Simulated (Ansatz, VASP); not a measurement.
# One calculation of AlP, two programs

File INCAR:

```
SYSTEM = AlP
PREC = Accurate ; ENCUT = 500
EDIFF = 1E-6 ; ISMEAR = 0
SIGMA = 0.1 ; LREAL = .False.
LASPH = .True. ; NELM = 120
ALGO = Normal ; ISIF = 2
LWAVE = .False. ; LCHARG = .False.
GGA = PE ; NBANDS = 11
GGA_COMPAT = .False.
```

KPOINTS

```
Automatic mesh
0
Gamma
  6 6 6
  0 0 0
```

Contents of POSCAR:

```
AlP
1.0
    0.0000000000      2.7687503853      2.7687503853
    2.7687503853      0.0000000000      2.7687503853
    2.7687503853      2.7687503853      0.0000000000
Al P
1 1
Direct
    0.0000000000      0.0000000000      0.0000000000
    0.7500000000      0.7500000000      0.7500000000
```

Input for Ansatz:

```yaml
crystal:
  lattice:
    - [0.0, 2.7687503853, 2.7687503853]
    - [2.7687503853, 0.0, 2.7687503853]
    - [2.7687503853, 2.7687503853, 0.0]
  atoms:
    - { symbol: Al, position: [0.0, 0.0, 0.0] }
    - { symbol: P, position: [0.75, 0.75, 0.75] }
basis:
  ecutwfc: 420
kpoints:
  mp_grid: { grid: [6, 6, 6] }
hamiltonian:
  xc: pbe
scf:
  occupations: { method: gaussian, width: 0.1 }
output:
  forces: true
  stress: true
  eigenvalues: true
```

Alike in both runs: task single point; functional PBE; k mesh 6 × 6 × 6; occupations gaussian, width 0.1 eV; no spin polarisation.

|  | VASP | Ansatz |
| --- | --- | --- |
| version | VASP 6.6.1 | Ansatz 0.2.0 |
| potentials or method | VASP PAW PBE potentials, release 64 (Al, P), cutoff 500 eV | scalar-relativistic, plane waves, PAW |
| valence electrons in the cell | 8 | 8 |

|  | VASP | Ansatz | Ansatz less VASP |
| --- | --- | --- | --- |
| gap on the k mesh at the Fermi level (eV) | 1.66 | 1.66 | +0.002 |
| least direct gap on the mesh (eV) | 2.95 | 2.95 | +0.002 |
| pressure (GPa) | -1.3 | -1.3 | +0.08 |
